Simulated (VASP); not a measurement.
A run of VASP 6.6.1 is set up as follows.

INCAR

```
PREC     = Accurate       # precision mode
ENCUT    = 520            # plane-wave cutoff, eV
EDIFF    = 1E-6           # SCF threshold, eV
ISMEAR   = -1             # smearing method
SIGMA    = 0.15           # smearing width, eV
LREAL    = False          # projectors in reciprocal space
LASPH    = True           # aspherical terms in the spheres
NELM     = 80             # most SCF steps
ALGO     = Normal         # electronic algorithm
ISIF     = 2              # what is computed and relaxed
LWAVE    = False          # write WAVECAR
LCHARG   = False          # write CHGCAR
GGA      = PE             # functional
NBANDS   = 25             # bands
```

KPOINTS

```
regular mesh
0
Gamma
  18 18 8
```

The input POSCAR:

```
NbCuP2
1.0
    3.5698378010      0.0000000000      0.0000000000
   -1.7849189005      3.0915702231      0.0000000000
    0.0000000000      0.0000000000      5.5429933833
Nb Cu P
1 1 2
Direct
    0.3333333333      0.6666666667      0.5000000000
    0.3333333333      0.6666666667      0.0000000000
    0.0000000000      0.0000000000      0.7682813897
    0.0000000000      0.0000000000      0.2317186103
```

Potentials or basis: VASP PAW PBE potentials, release 64 (Nb_sv, Cu, P).

Run with:

```sh
$ cat potpaw_PBE.64/Nb_sv/POTCAR potpaw_PBE.64/Cu/POTCAR potpaw_PBE.64/P/POTCAR > POTCAR
$ mpirun -np 1 vasp_std > vasp.out
```

**Question.** Predict the band gap on the k mesh.

**Answer.** Zero (band 17 reaches 10.10 eV, above the bottom of band 18 at 9.51 eV).

**Question.** What does it give for the largest force?

**Answer.** 0.020 eV/Å.

**Question.** What does it give for the pressure?

**Answer.** -0.1 GPa.

Stress tensor (GPa, compression positive):
```
-0.06  0.00  0.00
 0.00 -0.06  0.00
 0.00  0.00 -0.25
```
